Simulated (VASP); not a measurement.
# BaTiO3 (P4mm) in VASP: notebook, part 2 of 2

VASP 6.6.1. Earlier steps stand in the parts before.

## (3) Single point, PBE (z stretched by +1 %, then relaxed in part)

Contents of INCAR:

```
PREC = Accurate
ENCUT = 1340
EDIFF = 1E-6
ISMEAR = -1
SIGMA = 0.02
LREAL = F
LASPH = T
NELM = 120
ALGO = Normal
ISIF = 2
LWAVE = F
LCHARG = F
GGA = PE
NBANDS = 28
GGA_COMPAT = F
```

Contents of KPOINTS:

```
Automatic mesh
0
Gamma
  8 8 8
```

Contents of POSCAR:

```
BaTiO3
1.0
    3.9998000000      0.0000000000      0.0000000000
    0.0000000000      3.9998000000      0.0000000000
    0.0000000000      0.0000000000      4.0581800000
Ba Ti O
1 1 3
Direct
    0.0000000000      0.0000000000     -0.0050229698
    0.5000000000      0.5000000000      0.4790406481
    0.5000000000      0.5000000000      0.0260762345
    0.5000000000      0.0000000000      0.5139530437
    0.0000000000      0.5000000000      0.5139530437
```

Potentials or basis: VASP PAW PBE potentials, release 64 (Ba_sv, Ti_sv, O_h).

Run with:

```console
> cat potpaw_PBE.64/Ba_sv/POTCAR potpaw_PBE.64/Ti_sv/POTCAR potpaw_PBE.64/O_h/POTCAR > POTCAR
> mpirun -np 1 vasp_std > vasp.out
```

OUTCAR:

```text
PREC = Accurate
   ENCUT = 1340
   EDIFF = 1E-6
   ISMEAR = -1
   LREAL = F
   LASPH = T
   NELM = 120
   ISIF = 2
   GGA = PE

 ion  position               nearest neighbor table
   1  0.000  0.000  0.995-   4 2.79   5 2.79   5 2.79   4 2.79   3 2.83   3 2.83   3 2.83   3 2.83
                             4 2.90   5 2.90   5 2.90   4 2.90   2 3.44   2 3.44   2 3.44   2 3.44
   2  0.500  0.500  0.479-   3 1.84   4 2.00   5 2.00   4 2.00   5 2.00   3 2.22   1 3.44   1 3.44
                             1 3.44   1 3.44   1 3.52   1 3.52   1 3.52   1 3.52
   3  0.500  0.500  0.026-   2 1.84   2 2.22   1 2.83   1 2.83   1 2.83   1 2.83
   4  0.500  0.000  0.514-   2 2.00   2 2.00   1 2.79   1 2.79   1 2.90   1 2.90
   5  0.000  0.500  0.514-   2 2.00   2 2.00   1 2.79   1 2.79   1 2.90   1 2.90

  LATTYP: Found a simple tetragonal cell.
 ALAT       =     3.9998000000
 C/A-ratio  =     1.0145957298

  Lattice vectors:

 A1 = (   3.9998000000,   0.0000000000,   0.0000000000)
 A2 = (   0.0000000000,   3.9998000000,   0.0000000000)
 A3 = (   0.0000000000,   0.0000000000,   4.0581800000)

Analysis of symmetry for initial positions (statically):
=====================================================================
 Subroutine PRICEL returns:
 Original cell was already a primitive cell.

 Routine SETGRP: Setting up the symmetry group for a
 simple tetragonal supercell.

 Subroutine GETGRP returns: Found  8 space group operations
 (whereof  8 operations were pure point group operations)
 out of a pool of 16 trial point group operations.

The static configuration has the point symmetry C_4v.

Analysis of symmetry for dynamics (positions and initial velocities):
=====================================================================
 Subroutine PRICEL returns:
 Original cell was already a primitive cell.

 Routine SETGRP: Setting up the symmetry group for a
 simple tetragonal supercell.

 Subroutine GETGRP returns: Found  8 space group operations
 (whereof  8 operations were pure point group operations)
 out of a pool of 16 trial point group operations.

The dynamic configuration has the point symmetry C_4v.

 Subroutine INISYM returns: Found  8 space group operations
 (whereof  8 operations are pure point group operations),
 and found     1 'primitive' translations

----------------------------------------------------------------------------------------

                                     Primitive cell

  volume of cell :      64.9244

  direct lattice vectors                    reciprocal lattice vectors
     3.999800000  0.000000000  0.000000000     0.250012501  0.000000000  0.000000000
     0.000000000  3.999800000  0.000000000     0.000000000  0.250012501  0.000000000
     0.000000000  0.000000000  4.058180000     0.000000000  0.000000000  0.246415881

  length of vectors
     3.999800000  3.999800000  4.058180000     0.250012501  0.250012501  0.246415881

  position of ions in fractional coordinates (direct lattice)
     0.000000000  0.000000000  0.994977030
     0.500000000  0.500000000  0.479040648
     0.500000000  0.500000000  0.026076235
     0.500000000  0.000000000  0.513953044
     0.000000000  0.500000000  0.513953044

  ion indices of the primitive-cell ions
[... 32 lines left out ...]

 Following reciprocal coordinates:
            Coordinates               Weight
  0.000000  0.000000  0.000000      1.000000
  0.125000  0.000000  0.000000      4.000000
  0.250000  0.000000  0.000000      4.000000
  0.375000  0.000000  0.000000      4.000000
  0.500000  0.000000  0.000000      2.000000
  0.125000  0.125000  0.000000      4.000000
[... 16 lines left out ...]
  0.375000  0.125000  0.125000     16.000000
  0.500000  0.125000  0.125000      8.000000
 [... further k-points ...]
   k-points           NKPTS =     75   k-points in BZ     NKDIM =     75   number of bands    NBANDS=     28
   number of dos      NEDOS =    301   number of ions     NIONS =      5
   total plane-waves  NPLWV = 110592
   dimension x,y,z NGX =    48 NGY =   48 NGZ =   48
   dimension x,y,z NGXF=    96 NGYF=   96 NGZF=   96
   ions per type =               1   1   3
   NGX,Y,Z   is equivalent  to a cutoff of  19.95, 19.95, 19.66 a.u.
   NGXF,Y,Z  is equivalent  to a cutoff of  39.90, 39.90, 39.33 a.u.
 SYSTEM =  unknown system
   PREC   = accura    normal or accurate (medium, high low for compatibility)
   ISTART =      0    job   : 0-new  1-cont  2-samecut
   ICHARG =      2    charge: 1-file 2-atom 10-const
   ISPIN  =      1    spin polarized calculation?
   LNONCOLLINEAR =      F non collinear calculations
   LSORBIT =      F    spin-orbit coupling
   LASPH  =      T    aspherical Exc in radial PAW
   ENCUT  = 1340.0 eV  98.49 Ry    9.92 a.u.  11.94 11.94 12.11*2*pi/ulx,y,z
   NELM   =    120;   NELMIN=  2; NELMDL= -5     # of ELM steps
   EDIFF  = 0.1E-05   stopping-criterion for ELM
   LREAL  =      F    real-space projection
   EDIFFG = 0.1E-04   stopping-criterion for IOM
   NSW    =      0    number of steps for IOM
   IBRION =     -1    ionic relax: 0-MD 1-quasi-New 2-CG
   NFREE  =      0    steps in history (QN), initial steepest desc. (CG)
   ISIF   =      2    stress and relaxation
   ISYM   =      2    0-nonsym 1-usesym 2-fastsym
   POTIM  = 0.5000    time-step for ionic-motion
   TEBEG  =    0.0;   TEEND  =   0.0 temperature during run
   PSTRESS=    0.0 pullay stress
   NELECT =      40.0000    total number of electrons
   NUPDOWN=      -1.0000    fix difference up-down
   EMIN   =  10.00;   EMAX   =-10.00  energy-range for DOS
   EFERMI =   0.00;   METHOD = LEGACY
   ISMEAR =    -1;   SIGMA  =   0.02  broadening in eV -4-tet -1-fermi 0-gaus
   EFERMI_NEDOS =   21; number of points for ismear=-14 and -15
   IALGO  =     38    algorithm
   IMIX   =      4    mixing-type and parameters
     AMIX     =   0.40;   BMIX     =  1.00
     AMIX_MAG =   1.60;   BMIX_MAG =  1.00
  volume/ion in A,a.u.               =      12.98        87.63
  Fermi-wavevector in a.u.,A,eV,Ry     =   1.393025  2.632435 26.402355  1.940518
  Thomas-Fermi vector in A             =   2.516711
   LORBIT       =      0    0 simple, 1 ext, 2 COOP (PROOUT), +10 PAW based schemes
   GGA     = PE    functional components
   LHFCALC =     F    Hartree Fock is set to
   AEXX    =    0.0000 exact exchange contribution
   IVDW    =     0    specifies the selected vdW correction
   LEPSILON=     F    determine dielectric tensor
   LRPA    =     F    only Hartree local field effects (RPA)
 non-spin polarized calculation
  energy-cutoff  :     1340.00
  volume of cell :       64.92
 maximum number of plane-waves:      7280
 NGX is ok and might be reduce to    48
   NGX = 23   NGY = 23   NGZ = 25

 number of electron      40.0000001 magnetization

 Free energy of the ion-electron system (eV)
  ---------------------------------------------------
  ext. energy  EPLUGINS =         0.00000000
  ---------------------------------------------------
  free energy    TOTEN  =       -40.03790576 eV

  energy without entropy =      -40.03790576  energy(sigma->0) =      -40.03790576

 E-fermi :   4.7655     XC(G=0): -11.1854

 val. band max:        4.1839939866   @ k =   0.5000   0.5000   0.5000
 cond. band min:       5.9755405303   @ k =   0.0000   0.0000   0.0000
 fundamental gap:      1.7915465437
 Fermi energy:         4.7654979339

 k-point     1 :       0.0000    0.0000    0.0000
  band No.  band energies     occupation
      1     -52.4041      2.00000
      2     -28.6905      2.00000
      3     -28.6105      2.00000
      4     -28.6105      2.00000
      5     -20.7774      2.00000
      6     -12.7734      2.00000
[... 733 lines left out ...]
     27      11.9583      0.00000
     28      12.8159      0.00000

 [... further k-points ...]

------------------------ aborting loop because EDIFF is reached ----------------------------------------

  FORCE on cell =-STRESS in cart. coord.  units (eV):
  Direction    XX          YY          ZZ          XY          YZ          ZX
  --------------------------------------------------------------------------------------
  -------------------------------------------------------------------------------------
  Total        1.2135461      1.2135461      1.9372595      0.0000000      0.0000000      0.0000000
  in kB       29.9473912     29.9473912     47.8068922      0.0000000      0.0000000      0.0000000
  external PRESSURE =      35.9005582 kB  Pullay stress =       0.0000000 kB

 VOLUME and BASIS-vectors are now :
 -----------------------------------------------------------------------------
  energy-cutoff  :     1340.00
  volume of cell :       64.92
      direct lattice vectors                 reciprocal lattice vectors
     3.999800000  0.000000000  0.000000000     0.250012501  0.000000000  0.000000000
     0.000000000  3.999800000  0.000000000     0.000000000  0.250012501  0.000000000
     0.000000000  0.000000000  4.058180000     0.000000000  0.000000000  0.246415881

 POSITION                                       TOTAL-FORCE (eV/Angst)
 -----------------------------------------------------------------------------------
      0.00000      0.00000      4.03780         0.000000     -0.000000      0.031516
      1.99990      1.99990      1.94403        -0.000000      0.000000      0.028948
      1.99990      1.99990      0.10582        -0.000000     -0.000000     -0.042125
      1.99990      0.00000      2.08571        -0.000000     -0.000000     -0.009169
      0.00000      1.99990      2.08571         0.000000     -0.000000     -0.009169
 -----------------------------------------------------------------------------------
    total drift:                                0.000000      0.000000      0.000861

  FREE ENERGIE OF THE ION-ELECTRON SYSTEM (eV)
  ---------------------------------------------------
  free  energy   TOTEN  =       -40.0379057647 eV

  energy  without entropy=      -40.0379057647  energy(sigma->0) =      -40.03790576
```

OSZICAR:

```text
N       E                     dE             d eps       ncg     rms          rms(c)
DAV:   1     0.676073405085E+03    0.67607E+03   -0.35690E+04  4200   0.311E+03
DAV:   2     0.796895619365E+02   -0.59638E+03   -0.57003E+03  4288   0.647E+02
DAV:   3    -0.417719581197E+02   -0.12146E+03   -0.11396E+03  6384   0.214E+02
DAV:   4    -0.503899363909E+02   -0.86180E+01   -0.85796E+01  5460   0.559E+01
DAV:   5    -0.507668422323E+02   -0.37691E+00   -0.37656E+00  6664   0.113E+01    0.236E+01
DAV:   6    -0.401358526112E+02    0.10631E+02   -0.55951E+01  6380   0.670E+01    0.101E+01
DAV:   7    -0.402022378027E+02   -0.66385E-01   -0.11190E+01  5876   0.239E+01    0.702E+00
DAV:   8    -0.400422986624E+02    0.15994E+00   -0.69073E-01  5120   0.711E+00    0.391E+00
DAV:   9    -0.400612446854E+02   -0.18946E-01   -0.41108E-01  6220   0.597E+00    0.156E+00
DAV:  10    -0.400440860463E+02    0.17159E-01   -0.12916E-01  5564   0.355E+00    0.690E-01
DAV:  11    -0.400388518432E+02    0.52342E-02   -0.13196E-02  5828   0.102E+00    0.357E-01
DAV:  12    -0.400379139597E+02    0.93788E-03   -0.56185E-03  5548   0.493E-01    0.508E-02
DAV:  13    -0.400378883420E+02    0.25618E-04   -0.33251E-04  5028   0.174E-01    0.239E-02
DAV:  14    -0.400379175314E+02   -0.29189E-04   -0.10406E-04  6112   0.784E-02    0.324E-02
DAV:  15    -0.400379076478E+02    0.98836E-05   -0.10449E-04  5820   0.104E-01    0.159E-02
DAV:  16    -0.400379058868E+02    0.17610E-05   -0.11669E-05  5036   0.343E-02    0.322E-03
DAV:  17    -0.400379057647E+02    0.12216E-06   -0.80902E-07  3636   0.794E-03
   1 F= -.40037906E+02 E0= -.40037906E+02  d E =-.136420E-14
```

stdout:

```text
POSCAR found type information on POSCAR BaTiO
 POSCAR found :  3 types and       5 ions
 scaLAPACK will be used
 LDA part: xc-table for (Slater+PW92), standard interpolation
 POSCAR, INCAR and KPOINTS ok, starting setup
 FFT: planning ... GRIDC
 FFT: planning ... GRID_SOFT
 FFT: planning ... GRID
 WAVECAR not read
 entering main loop
```

It took 5.2 min on 1 thread of Intel Xeon Platinum 8488C (Sapphire Rapids), shared host; peak memory 0.71 GiB.

What came out:

| Item | Value |
| --- | --- |
| Free energy | -40.0379 eV |
| Pressure | 3.6 GPa |
| Largest force | 0.042 eV/Å |
| Band gap on the k mesh | 1.79 eV (least direct gap 2.20 eV) |

Forces in eV/Å, atoms in the order of the input:
```
Ba   0.000  0.000  0.032
Ti   0.000  0.000  0.029
O    0.000  0.000 -0.042
O    0.000  0.000 -0.009
O    0.000  0.000 -0.009
```

Stress tensor (GPa, compression positive):
```
2.99 0.00 0.00
0.00 2.99 0.00
0.00 0.00 4.78
```

Caveat: the cell differs from its parent crystal (z stretched by +1 %, then relaxed in part); the cell stands under pressure; spin-orbit coupling is left out, which moves the levels of the heavy elements.
